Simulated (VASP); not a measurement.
Wanted: the native input for a VASP 6.6.1 run.

```
Task                   : single point
Functional             : LDA
Potentials or basis    : VASP PAW LDA potentials, release 64 (Ni, S)
Cutoff                 : 520 eV
k mesh                 : 11 × 11 × 7
Occupations            : fermi-dirac, width 0.05 eV
Spin                   : collinear spin, ferromagnetic start
Starting moments       : [0.8, 0.8, 0.0, 0.0] μB
Fixed moment           : 1.6 μB
Dipole correction      : no
Further INCAR settings : ALGO = Normal; EDIFF = 1e-07; NBANDS = 28
```

The structure of NiS lies in POSCAR:

```
NiS
1.0
    3.4250000000      0.0000000000      0.0000000000
   -1.7125000000      2.9661370080      0.0000000000
    0.0000000000      0.0000000000      5.3400000000
Ni S
2 2
Direct
    0.0000000000      0.0000000000      0.0000000000
    0.0000000000      0.0000000000      0.5000000000
    0.3333333333      0.6666666667      0.2500000000
    0.6666666667      0.3333333333      0.7500000000
```

One way to write it, as run:

INCAR

```
SYSTEM = NiS
PREC = Accurate
ENCUT = 520
EDIFF = 1E-7
ISMEAR = -1
SIGMA = 0.05
LREAL = .False.
LASPH = .True.
NELM = 150
ALGO = Normal
ISIF = 2
LWAVE = .False.
LCHARG = .True.
ISPIN = 2
MAGMOM = 0.8 0.8 0 0
LORBIT = 11
NUPDOWN = 1.6
LMAXMIX = 4
LELF = .True.
LVHAR = .True.
NBANDS = 28
```

KPOINTS

```
regular mesh
0
Gamma
  11 11 7
  0 0 0
```

Potentials or basis: VASP PAW LDA potentials, release 64 (Ni, S).

Command:

```sh
$ cat potpaw_LDA.64/Ni/POTCAR potpaw_LDA.64/S/POTCAR > POTCAR
$ mpirun -np 1 vasp_std > vasp.out
```

Results of the run:

- Pressure: -11.0 GPa
- Net moment: 1.60 μB per cell
- Site moments: Ni +0.56; S +0.16 μB
- Valence electrons inside the program's atomic spheres: Ni 9.25; S 3.63

Caveat: the cell stands under tension; the total moment is fixed, so each spin has its own Fermi level.

Run time: 87 s on 1 thread of Intel(R) Xeon(R) 6975P-C (Granite Rapids), on a shared host, peak memory 0.25 GiB.
